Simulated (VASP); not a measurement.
# AgCl (C2/m) in VASP: single point with PBEsol

Aim: the single point of AgCl with PBEsol.

All numbers are computed with VASP 6.6.1; they aren't measurements. Logs are shortened: lines on timing, memory, paths and dates and some standing lists are left out, and cuts for length are marked.

### Step 1. The cell of the first run

Symmetry: C2/m, No. 12, monoclinic system. Conventional cell: a = 4.715 Å, b = 4.711 Å, c = 3.334 Å, α = 90.00°, β = 94.45°, γ = 90.00°. Within 3.7 Å of Ag (site symmetry 2/m) lie 8 Cl at 2.78 to 2.99 Å and 6 Ag at 3.33 Å. Within 3.7 Å of Cl (site symmetry 2/m) lie 8 Ag at 2.78 to 2.99 Å and 6 Cl at 3.33 Å.

### Step 2. Single point, PBEsol (engineering shear strain xz -0.0550, engineering shear strain yz -0.0550)

Contents of INCAR:

```
SYSTEM = AgCl
ALGO = Normal ; EDIFF = 1E-6
ENCUT = 520 ; GGA = PS
ISIF = 2 ; ISMEAR = 0
LASPH = .TRUE. ; LCHARG = .FALSE.
LREAL = .FALSE. ; LWAVE = .FALSE.
NBANDS = 16 ; NELM = 80
PREC = Accurate ; SIGMA = 0.05
```

Contents of KPOINTS:

```
k-points
0
G
  10 10 10
  0 0 0
```

Contents of POSCAR:

```
AgCl
1.0
    3.3311591989      0.0000000000     -0.0916068780
    0.0000000000      3.3311591989     -0.0916068780
   -0.0916068780     -0.0916068780      3.3311591989
Ag Cl
1 1
Direct
    0.0000000000      0.0000000000      0.0000000000
    0.5000000000      0.5000000000      0.5000000000
```

Potentials or basis: VASP PAW PBE potentials, release 64 (Ag, Cl).

The run is started by

```console
$ cat potpaw_PBE.64/Ag/POTCAR potpaw_PBE.64/Cl/POTCAR > POTCAR
$ mpirun -np 1 vasp_std > vasp.out
```

OUTCAR:

```text
SYSTEM = AgCl
   EDIFF = 1E-6
   ENCUT = 520
   GGA = PS
   ISIF = 2
   ISMEAR = 0
   LASPH = .TRUE.
   LREAL = .FALSE.
   NELM = 80
   PREC = Accurate

 ion  position               nearest neighbor table
   1  0.000  0.000  0.000-   2 2.78   2 2.78   2 2.89   2 2.89   2 2.89   2 2.89   2 2.99   2 2.99

   2  0.500  0.500  0.500-   1 2.78   1 2.78   1 2.89   1 2.89   1 2.89   1 2.89   1 2.99   1 2.99

  LATTYP: Found a base centered monoclinic cell.
 ALAT       =     4.7145318428
 B/A-ratio  =     0.9992446068
 C/A-ratio  =     0.7071067812
 COS(beta)  =    -0.0776642787

  Lattice vectors:

 A1 = (   3.3311591989,   0.0000000000,  -0.0916068780)
 A2 = (   0.0000000000,   3.3311591989,  -0.0916068780)
 A3 = (  -0.0916068780,  -0.0916068780,   3.3311591989)

Analysis of symmetry for initial positions (statically):
=====================================================================
 Subroutine PRICEL returns:
 Original cell was already a primitive cell.

 Routine SETGRP: Setting up the symmetry group for a
 base centered monoclinic supercell.

 Subroutine GETGRP returns: Found  4 space group operations
 (whereof  4 operations were pure point group operations)
 out of a pool of  4 trial point group operations.

The static configuration has the point symmetry C_2h.

Analysis of symmetry for dynamics (positions and initial velocities):
=====================================================================
 Subroutine PRICEL returns:
 Original cell was already a primitive cell.

 Routine SETGRP: Setting up the symmetry group for a
 base centered monoclinic supercell.

 Subroutine GETGRP returns: Found  4 space group operations
 (whereof  4 operations were pure point group operations)
 out of a pool of  4 trial point group operations.

The dynamic configuration has the point symmetry C_2h.

 Subroutine INISYM returns: Found  4 space group operations
 (whereof  4 operations are pure point group operations),
 and found     1 'primitive' translations

----------------------------------------------------------------------------------------

                                     Primitive cell

  volume of cell :      36.9087

  direct lattice vectors                    reciprocal lattice vectors
     3.331159199  0.000000000 -0.091606878     0.300423167  0.000227367  0.008267890
     0.000000000  3.331159199 -0.091606878     0.000227367  0.300423167  0.008267890
[... 79 lines left out ...]
   ISPIN  =      1    spin polarized calculation?
   LNONCOLLINEAR =      F non collinear calculations
   LSORBIT =      F    spin-orbit coupling
   LASPH  =      T    aspherical Exc in radial PAW
   ENCUT  =  520.0 eV  38.22 Ry    6.18 a.u.   6.20  6.20  6.20*2*pi/ulx,y,z
   NELM   =     80;   NELMIN=  2; NELMDL= -5     # of ELM steps
   EDIFF  = 0.1E-05   stopping-criterion for ELM
   LREAL  =      F    real-space projection
   EDIFFG = 0.1E-04   stopping-criterion for IOM
   NSW    =      0    number of steps for IOM
   IBRION =     -1    ionic relax: 0-MD 1-quasi-New 2-CG
   NFREE  =      0    steps in history (QN), initial steepest desc. (CG)
   ISIF   =      2    stress and relaxation
   ISYM   =      2    0-nonsym 1-usesym 2-fastsym
   POTIM  = 0.5000    time-step for ionic-motion
   TEBEG  =    0.0;   TEEND  =   0.0 temperature during run
   PSTRESS=    0.0 pullay stress
   NELECT =      18.0000    total number of electrons
   NUPDOWN=      -1.0000    fix difference up-down
   EMIN   =  10.00;   EMAX   =-10.00  energy-range for DOS
   EFERMI =   0.00;   METHOD = LEGACY
   ISMEAR =     0;   SIGMA  =   0.05  broadening in eV -4-tet -1-fermi 0-gaus
   EFERMI_NEDOS =   21; number of points for ismear=-14 and -15
   IALGO  =     38    algorithm
   IMIX   =      4    mixing-type and parameters
     AMIX     =   0.40;   BMIX     =  1.00
     AMIX_MAG =   1.60;   BMIX_MAG =  1.00
  volume/ion in A,a.u.               =      18.45       124.54
  Fermi-wavevector in a.u.,A,eV,Ry     =   1.288614  2.435127 22.592817  1.660525
  Thomas-Fermi vector in A             =   2.420557
   LORBIT       =      0    0 simple, 1 ext, 2 COOP (PROOUT), +10 PAW based schemes
   GGA     = PS    functional components
   LHFCALC =     F    Hartree Fock is set to
   AEXX    =    0.0000 exact exchange contribution
   IVDW    =     0    specifies the selected vdW correction
   LEPSILON=     F    determine dielectric tensor
   LRPA    =     F    only Hartree local field effects (RPA)
 non-spin polarized calculation
 Gauss-broadening in eV      SIGMA  =   0.05
  energy-cutoff  :      520.00
  volume of cell :       36.91
 maximum number of plane-waves:      1009
 NGX is ok and might be reduce to    28
   NGX = 13   NGY = 13   NGZ = 13

 number of electron      18.0000000 magnetization

 Free energy of the ion-electron system (eV)
  ---------------------------------------------------
  ext. energy  EPLUGINS =         0.00000000
  ---------------------------------------------------
  free energy    TOTEN  =        -5.82912336 eV

  energy without entropy =       -5.82912334  energy(sigma->0) =       -5.82912335

 E-fermi :   5.3488     XC(G=0): -11.1122

 val. band max:        5.2022868715   @ k =   0.5000   0.0000  -0.0000
 cond. band min:       5.4895935207   @ k =   0.0000   0.0000   0.0000
 fundamental gap:      0.2873066491
 Fermi energy:         5.3488057034

 k-point     1 :       0.0000    0.0000    0.0000
  band No.  band energies     occupation
      1     -10.1981      2.00000
      2       1.8147      2.00000
      3       1.8234      2.00000
      4       2.9062      2.00000
      5       2.9612      2.00000
      6       2.9690      2.00000
[... 433 lines left out ...]
      3       1.0468      2.00000
      4       2.0580      2.00000
      5       2.3804      2.00000
      6       2.7375      2.00000
[... 8 lines left out ...]
     15      19.2916      0.00000
     16      21.2425      0.00000

 [... further k-points ...]
[... 5 lines left out ...]
  --------------------------------------------------------------------------------------
  -------------------------------------------------------------------------------------
  Total        0.0365410      0.0365410      0.0335465      0.0099132     -0.1413021     -0.1413021
  in kB        1.5862151      1.5862151      1.4562273      0.4303239     -6.1338113     -6.1338117
  external PRESSURE =       1.5428858 kB  Pullay stress =       0.0000000 kB

 VOLUME and BASIS-vectors are now :
 -----------------------------------------------------------------------------
  energy-cutoff  :      520.00
  volume of cell :       36.91
      direct lattice vectors                 reciprocal lattice vectors
     3.331159199  0.000000000 -0.091606878     0.300423167  0.000227367  0.008267890
     0.000000000  3.331159199 -0.091606878     0.000227367  0.300423167  0.008267890
    -0.091606878 -0.091606878  3.331159199     0.008267890  0.008267890  0.300650534

 POSITION                                       TOTAL-FORCE (eV/Angst)
 -----------------------------------------------------------------------------------
      0.00000      0.00000      0.00000        -0.000000      0.000000      0.000000
      1.61978      1.61978      1.57397         0.000000     -0.000000      0.000000
 -----------------------------------------------------------------------------------
    total drift:                               -0.000000      0.000000      0.000000

  FREE ENERGIE OF THE ION-ELECTRON SYSTEM (eV)
  ---------------------------------------------------
  free  energy   TOTEN  =        -5.8291233588 eV

  energy  without entropy=       -5.8291233381  energy(sigma->0) =       -5.82912335
```

OSZICAR:

```text
N       E                     dE             d eps       ncg     rms          rms(c)
DAV:   1     0.998614573142E+02    0.99861E+02   -0.88092E+03  9152   0.103E+03
DAV:   2    -0.264725563118E+01   -0.10251E+03   -0.93946E+02 11496   0.227E+02
DAV:   3    -0.607530409392E+01   -0.34280E+01   -0.34204E+01 10952   0.439E+01
DAV:   4    -0.609569550368E+01   -0.20391E-01   -0.20390E-01 11768   0.370E+00
DAV:   5    -0.609591579278E+01   -0.22029E-03   -0.22029E-03 11176   0.373E-01    0.748E+00
DAV:   6    -0.583864978834E+01    0.25727E+00   -0.43952E-01 11280   0.960E+00    0.495E+00
DAV:   7    -0.583269388828E+01    0.59559E-02   -0.96243E-02  9896   0.206E+00    0.236E+00
DAV:   8    -0.582933423926E+01    0.33596E-02   -0.56079E-03 11752   0.749E-01    0.383E-01
DAV:   9    -0.582910826698E+01    0.22597E-03   -0.51081E-04 11792   0.342E-01    0.530E-02
DAV:  10    -0.582912076882E+01   -0.12502E-04   -0.53374E-05 10616   0.763E-02    0.254E-02
DAV:  11    -0.582912337033E+01   -0.26015E-05   -0.26854E-06 10920   0.137E-02    0.534E-03
DAV:  12    -0.582912335876E+01    0.11563E-07   -0.56781E-07  5944   0.629E-03
   1 F= -.58291234E+01 E0= -.58291233E+01  d E =-.206970E-07
```

Wall time 67 s (1 thread of Intel Xeon 6975P-C (Granite Rapids), shared host); peak memory 0.29 GiB.

Results:

```
Free energy            : -5.8291 eV
Pressure               : 0.2 GPa
Band gap on the k mesh : 0.29 eV, indirect (least direct gap 2.14 eV)
```

Levels at points of the mesh, in eV from the valence-band top:
```tsv
k point	band 7	band 8	band 9	band 10	band 11	band 12
(0.00, 0.00, 0.00)	-2.19	-2.04	-1.86	0.29	9.00	9.02
(0.50, 0.00, 0.00)	-1.77	-0.39	0.00	4.55	5.72	8.63
(0.50, 0.50, 0.00)	-2.49	-1.85	-1.32	2.39	8.95	8.97
(0.00, 0.00, 0.50)	-1.78	-0.22	-0.17	4.52	5.73	8.51
(0.50, 0.00, 0.50)	-2.51	-1.86	-1.32	2.41	8.65	9.27
(0.50, 0.50, 0.50)	-0.57	-0.37	-0.17	3.77	4.11	4.51
```

Caveat: the cell differs from its parent crystal (engineering shear strain xz -0.0550, engineering shear strain yz -0.0550); the PAW data sets were made with another functional, which shifts forces and pressure a little.
